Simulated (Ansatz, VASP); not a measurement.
# One calculation of AlNi, two programs

```xyz
6
Lattice="2.8329 0.0000 0.0000 0.0000 4.0063 0.0000 0.0000 0.0000 20.0063" Properties=species:S:1:pos:R:3 pbc="T T T"
Ni    2.1246    1.0016    8.1227
Ni    2.1246    3.0047   10.0032
Ni    2.1246    1.0016   11.8836
Al    0.7082    3.0047    7.9133
Al    0.7082    1.0016   10.0031
Al    0.7082    3.0047   12.0930
```

Alike in both runs: functional LDA; k mesh 13 × 9 × 1; occupations fermi-dirac, width 0.1 eV; no spin polarisation.

Ansatz relaxed the structure, and its values are those at the end. VASP's run is a single point on that final structure, the one shown.

```csv
,VASP,Ansatz
version,VASP 6.6.1,Ansatz 0.2.0
potentials or method,"VASP PAW LDA potentials, release 64 (Ni, Al)","PAW with Ansatz's default frozen-core files, scalar-relativistic"
plane-wave cutoff (eV),520,420
valence electrons in the cell,39,63
```

|  | VASP | Ansatz | Ansatz less VASP |
| --- | --- | --- | --- |
| rms of the force components (eV/Å) | 0.010 | 0.002 | -0.0078 |

LDA's correlation is that of Perdew and Zunger in VASP and of Perdew and Wang (1992) in Ansatz. VASP's potentials hold 39 valence electrons a cell and Ansatz's 63, so a difference there can come from the potentials and not from the codes. Ansatz's warnings: stress scf threshold loose, xc potential rough in thin density.
